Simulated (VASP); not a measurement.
# Si (Im-3m) in VASP: notebook, part 2 of 2

VASP 6.6.1. The steps go on from the part before.

## (3) Single point, PBEsol (volume scaled by 0.5)

File INCAR:

```
PREC     = Accurate       # precision mode
ENCUT    = 520            # plane-wave cutoff, eV
EDIFF    = 1E-7           # SCF threshold, eV
ISMEAR   = -1             # smearing method
SIGMA    = 0.1            # smearing width, eV
LREAL    = False          # projectors in reciprocal space
LASPH    = True           # aspherical terms in the spheres
NELM     = 80             # most SCF steps
ALGO     = Normal         # electronic algorithm
ISIF     = 2              # what is computed and relaxed
LWAVE    = False          # write WAVECAR
LCHARG   = True           # write CHGCAR
GGA      = PS             # functional
LELF     = True           # ELF
LVHAR    = True         
NBANDS   = 8              # bands
```

File KPOINTS:

```
Automatic mesh
0
Gamma
  19 19 19
```

File POSCAR:

```
Si
1.0
   -1.2129682635      1.2129682635      1.2129682635
    1.2129682635     -1.2129682635      1.2129682635
    1.2129682635      1.2129682635     -1.2129682635
Si
1
Direct
    0.0000000000      0.0000000000      0.0000000000
```

Potentials or basis: VASP PAW PBE potentials, release 64 (Si).

Command:

```console
$ cat potpaw_PBE.64/Si/POTCAR > POTCAR
$ mpirun -np 1 vasp_std > vasp.out
```

Run time: 2.8 s. Hardware: 1 thread of Intel Xeon 6975P-C, shared host; peak memory 0.12 GiB.

The run converged. Its results:

| Property | Result |
| --- | --- |
| Free energy | -1.7436 eV |
| Pressure | 292.0 GPa |
| Band gap on the k mesh | zero (band 2 reaches 38.62 eV, above the bottom of band 3 at 16.92 eV) |

Levels at points of the mesh, in eV from the Fermi level:
```tsv
k point	band 1	band 2	band 3	band 4	band 5	band 6	band 7
(0.00, 0.00, 0.00)	-22.32	16.42	16.42	16.42	22.04	22.04	24.89
```

Caveat: the PAW data sets were made with another functional, which shifts forces and pressure a little.

## (4) Single point, PBEsol (volume scaled by 0.6)

File INCAR:

```
PREC = Accurate ; ENCUT = 520
EDIFF = 1E-6 ; ISMEAR = -1
SIGMA = 0.1 ; LREAL = False
LASPH = True ; NELM = 80
ALGO = Normal ; ISIF = 2
LWAVE = False ; LCHARG = False
GGA = PS ; NBANDS = 8
```

KPOINTS is that of step 3.

File POSCAR:

```
Si
1.0
   -1.2889711193      1.2889711193      1.2889711193
    1.2889711193     -1.2889711193      1.2889711193
    1.2889711193      1.2889711193     -1.2889711193
Si
1
Direct
    0.0000000000      0.0000000000      0.0000000000
```

Potentials or basis: VASP PAW PBE potentials, release 64 (Si).

Command:

```console
$ cat potpaw_PBE.64/Si/POTCAR > POTCAR
$ mpirun -np 1 vasp_std > vasp.out
```

OUTCAR:

```text
PREC = Accurate
   ENCUT = 520
   EDIFF = 1E-6
   ISMEAR = -1
   LREAL = False
   LASPH = True
   NELM = 80
   ISIF = 2
   GGA = PS

 ion  position               nearest neighbor table
   1  0.000  0.000  0.000-

  LATTYP: Found a body centered cubic cell.
 ALAT       =     2.5779422386

  Lattice vectors:

 A1 = (  -1.2889711193,   1.2889711193,   1.2889711193)
 A2 = (   1.2889711193,  -1.2889711193,   1.2889711193)
 A3 = (   1.2889711193,   1.2889711193,  -1.2889711193)

Analysis of symmetry for initial positions (statically):
=====================================================================
 Subroutine PRICEL returns:
 Original cell was already a primitive cell.

 Routine SETGRP: Setting up the symmetry group for a
 body centered cubic supercell.

 Subroutine GETGRP returns: Found 48 space group operations
 (whereof 48 operations were pure point group operations)
 out of a pool of 48 trial point group operations.

[... 154 lines left out ...]
  ext. energy  EPLUGINS =         0.00000000
  ---------------------------------------------------
  free energy    TOTEN  =        -3.63360169 eV

  energy without entropy =       -3.62359183  energy(sigma->0) =       -3.62859676

 E-fermi :  18.5174     XC(G=0): -13.4891

 val. band max:       18.4857674811   @ k =  -0.4737   0.4737   0.4737
 cond. band min:      18.5336307860   @ k =  -0.3684   0.3684   0.3158
 fundamental gap:      0.0478633049
 Fermi energy:        18.5174236865

 k-point     1 :       0.0000    0.0000    0.0000
  band No.  band energies     occupation
      1      -1.5486      2.00000
      2      33.7287      0.00000
      3      33.7287      0.00000
      4      33.7287      0.00000
      5      38.7687      0.00000
      6      38.7687      0.00000
      7      38.9466      0.00000
      8      38.9466      0.00000
[... 243 lines left out ...]
 k-point    24 :       0.3158    0.1053    0.0000
  band No.  band energies     occupation
      1       4.5661      2.00000
      2      15.3697      2.00000
      3      23.5099      0.00000
      4      28.0581      0.00000
      5      32.7874      0.00000
      6      36.6496      0.00000
      7      41.4249      0.00000
      8      46.6033      0.00000

 [... further k-points ...]
[... 5 lines left out ...]
  --------------------------------------------------------------------------------------
  -------------------------------------------------------------------------------------
  Total        7.9726182      7.9726182      7.9726182      0.0000000     -0.0000000     -0.0000000
  in kB     1491.1522743   1491.1522743   1491.1522743      0.0000000     -0.0000000     -0.0000000
  external PRESSURE =    1491.1522743 kB  Pullay stress =       0.0000000 kB

 VOLUME and BASIS-vectors are now :
 -----------------------------------------------------------------------------
  energy-cutoff  :      520.00
  volume of cell :        8.57
      direct lattice vectors                 reciprocal lattice vectors
    -1.288971119  1.288971119  1.288971119     0.000000000  0.387906286  0.387906286
     1.288971119 -1.288971119  1.288971119     0.387906286  0.000000000  0.387906286
     1.288971119  1.288971119 -1.288971119     0.387906286  0.387906286  0.000000000

 POSITION                                       TOTAL-FORCE (eV/Angst)
 -----------------------------------------------------------------------------------
      0.00000      0.00000      0.00000         0.000000     -0.000000      0.000000
 -----------------------------------------------------------------------------------
    total drift:                                0.000000      0.000000     -0.000000

  FREE ENERGIE OF THE ION-ELECTRON SYSTEM (eV)
  ---------------------------------------------------
  free  energy   TOTEN  =        -3.6336016890 eV

  energy  without entropy=       -3.6235918290  energy(sigma->0) =       -3.62859676
```

OSZICAR:

```text
N       E                     dE             d eps       ncg     rms          rms(c)
DAV:   1    -0.148811222344E+01   -0.14881E+01   -0.21787E+03  4224   0.402E+02
DAV:   2    -0.369660438222E+01   -0.22085E+01   -0.21416E+01  5144   0.321E+01
DAV:   3    -0.370329172081E+01   -0.66873E-02   -0.66840E-02  3928   0.181E+00
DAV:   4    -0.370329421696E+01   -0.24962E-05   -0.24979E-05  5536   0.372E-02
DAV:   5    -0.370329421812E+01   -0.11551E-08   -0.10848E-09  3992   0.160E-04    0.731E+00
DAV:   6    -0.365941326646E+01    0.43881E-01   -0.36375E-03  3704   0.336E-01    0.408E+00
DAV:   7    -0.363378869130E+01    0.25625E-01   -0.76273E-03  3936   0.487E-01    0.240E-01
DAV:   8    -0.363360251176E+01    0.18618E-03   -0.53092E-05  4968   0.496E-02    0.242E-02
DAV:   9    -0.363360168903E+01    0.82274E-06   -0.66725E-07  4120   0.518E-03
   1 F= -.36336017E+01 E0= -.36285968E+01  d E =-.100099E-01
```

Run time: 5.2 s. Hardware: 1 thread of Intel Xeon 6975P-C, shared host; peak memory 0.12 GiB.

Results:

* Free energy: -3.6336 eV
* Pressure: 149.1 GPa
* Band gap on the k mesh: zero (band 2 reaches 33.73 eV, above the bottom of band 3 at 14.00 eV)

Levels at points of the mesh, in eV from the Fermi level:
| k point | band 1 | band 2 | band 3 | band 4 | band 5 |
| --- | --- | --- | --- | --- | --- |
| (0.00, 0.00, 0.00) | -20.07 | 15.21 | 15.21 | 15.21 | 20.25 |

Caveat: the PAW data sets were made with another functional, which shifts forces and pressure a little.

## (5) Single point, PBEsol (volume scaled by 0.7)

File INCAR:

```
PREC = Accurate
ENCUT = 520
EDIFF = 1E-7
ISMEAR = -1
SIGMA = 0.1
LREAL = False
LASPH = True
NELM = 100
ALGO = Normal
ISIF = 2
LWAVE = False
LCHARG = False
GGA = PS
NBANDS = 8
```

KPOINTS is that of step 4.

File POSCAR:

```
Si
1.0
   -1.3569341834      1.3569341834      1.3569341834
    1.3569341834     -1.3569341834      1.3569341834
    1.3569341834      1.3569341834     -1.3569341834
Si
1
Direct
    0.0000000000      0.0000000000      0.0000000000
```

Command:

```console
$ cat potpaw_PBE.64/Si/POTCAR > POTCAR
$ mpirun -np 1 vasp_std > vasp.out
```

Wall time 6.1 s (1 thread of Intel Xeon 6975P-C, shared host); peak memory 0.12 GiB.

The run converged. Its results:

```
Free energy            : -4.6052 eV
Pressure               : 76.2 GPa
Band gap on the k mesh : zero (band 2 reaches 30.03 eV, above the bottom of band 3 at 11.53 eV)
```

Levels at points of the mesh, in eV from the Fermi level:
| k point | band 1 | band 2 | band 3 | band 4 | band 5 | band 6 |
| --- | --- | --- | --- | --- | --- | --- |
| (0.00, 0.00, 0.00) | -18.24 | 14.32 | 14.32 | 14.32 | 17.27 | 17.27 |

Caveat: the PAW data sets were made with another functional, which shifts forces and pressure a little.

## (6) The runs side by side

| cell | gap on the mesh (eV) | pressure (GPa) |
| --- | --- | --- |
| a = 2.101 Å, angles 109.5°, 1 atom | none | 292.0 |
| a = 2.233 Å, angles 109.5°, 1 atom | none | 149.1 |
| a = 2.350 Å, angles 109.5°, 1 atom | none | 76.2 |

Alike in all rows: task single point; level PBEsol; potentials or basis VASP PAW PBE potentials, release 64 (Si); no spin polarisation; k mesh 19 × 19 × 19; cutoff (eV) 520; smearing fermi-dirac 0.1 eV.

Caveats: the PAW data sets were made with another functional, which shifts forces and pressure a little.

Absolute energies hang on the potentials; compare differences alone.
